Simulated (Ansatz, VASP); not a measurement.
**Zr3S2: VASP beside Ansatz**

```
Zr S
1.0
     3.00780    1.73656    3.26296
    -3.00780    1.73656    3.26296
     0.00000   -3.47311    3.26296
Zr S
3 2
Cartesian
  -2.0342 0.0000 4.8944
  1.0171 -1.7617 4.8944
  1.0171 1.7617 4.8944
  0.0000 0.0000 3.2789
  0.0000 0.0000 6.5100
```

Change from the starting cell: strain +0.050 along x and y, -0.050 along z, atoms carried along.

Alike in both runs: task single point; functional PBEsol; k mesh 12 × 12 × 12; occupations gaussian, width 0.15 eV; no spin polarisation.

```csv
,VASP,Ansatz
version,VASP 6.6.1,Ansatz 0.2.0
potentials or method,"VASP PAW PBE potentials, release 64 (Zr_sv, S), cutoff 520 eV","scalar-relativistic, plane waves, PAW"
valence electrons in the cell,48,48
```

```tsv
	VASP	Ansatz	Ansatz less VASP
gap on the k mesh at the Fermi level (eV)	none	none	-
pressure (GPa)	-4.3	-4.5	-0.15
traceless stress, the component that is largest in VASP (GPa)	5.96	5.91	-0.056
rms of the force components (eV/Å)	0.110	0.114	+0.0040
```

VASP's potentials were made for PBE, not for PBEsol. Atom by atom the forces differ by 0.004 eV/Å (rms over components). A gap of «none» marks a metal or a gap that the smearing closes. The functional is the same, so the differences come from potentials, cutoffs and numerics.
